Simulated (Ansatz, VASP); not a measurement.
**One calculation of Al3InAs4, two programs**

```
CELL_PARAMETERS angstrom
5.83549 0.00000 0.00000
0.00000 5.83549 0.00000
0.00000 0.00000 5.83549
ATOMIC_POSITIONS crystal
Al 0.50000 0.00000 0.00000
Al 0.00000 0.00000 0.50000
Al 0.00000 0.50000 0.00000
In 0.50000 0.50000 0.50000
As 0.76063 0.23937 0.76063
As 0.76063 0.76063 0.23937
As 0.23937 0.23937 0.23937
As 0.23937 0.76063 0.76063
```

Alike in both runs: task single point; functional r2SCAN; k mesh 6 × 6 × 6; occupations gaussian, width 0.02 eV; no spin polarisation.

```csv
,VASP,Ansatz
version,VASP 6.6.1,Ansatz 0.2.0
potentials or method,"VASP PAW PBE potentials, release 64 (Al, In_d, As), cutoff 520 eV","scalar-relativistic, plane waves, PAW"
valence electrons in the cell,42,82
```

```csv
,VASP,Ansatz,Ansatz less VASP
gap on the k mesh at the Fermi level (eV),1.69,1.69,+0.001
least direct gap on the mesh (eV),1.69,1.69,+0.001
pressure (GPa),-2.0,-1.9,+0.05
rms of the force components (eV/Å),0.011,0.014,+0.0034
```

VASP's potentials were made for PBE, not for r2SCAN. Atom by atom the forces differ by 0.003 eV/Å (rms over components). The functional is the same, so the differences come from potentials, cutoffs and numerics. VASP's potentials hold 42 valence electrons a cell and Ansatz's 82, so a difference there can come from the potentials and not from the codes.
